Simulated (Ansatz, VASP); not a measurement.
# BiBTe3: VASP beside Ansatz

```xyz
5
Lattice="3.4447 0.0000 0.0000 0.0000 3.4447 0.0000 0.0000 0.0000 12.5692" Properties=species:S:1:pos:R:3 pbc="T T T"
B     1.7223    1.7223    6.2846
Bi    0.0000    0.0000    6.2846
Te    0.0000    0.0000    9.5110
Te    0.0000    0.0000    3.0582
Te    0.0000    0.0000    0.0000
```

Alike in both runs: functional PBE; k mesh 4 × 4 × 2; occupations gaussian, width 0.1 eV; no spin polarisation.

Ansatz relaxed the structure, and its values are those at the end. VASP's run is a single point on that final structure, the one shown.

|  | VASP | Ansatz |
| --- | --- | --- |
| version | VASP 6.6.1 | Ansatz 0.2.0 |
| potentials or method | VASP PAW PBE potentials, release 64 (B, Bi_d, Te), cutoff 520 eV | scalar-relativistic, plane waves, PAW |
| valence electrons in the cell | 36 | 66 |

|  | VASP | Ansatz | Ansatz less VASP |
| --- | --- | --- | --- |
| gap on the k mesh at the Fermi level (eV) | none | none | - |
| pressure (GPa) | 0.0 | 0.0 | +0.04 |

A gap of «none» marks a metal or a gap that the smearing closes. The functional is the same, so the differences come from potentials, cutoffs and numerics. VASP's potentials hold 36 valence electrons a cell and Ansatz's 66, so a difference there can come from the potentials and not from the codes.

The k mesh is coarse, so the values compare programs but aren't converged. Spin-orbit coupling is off throughout.
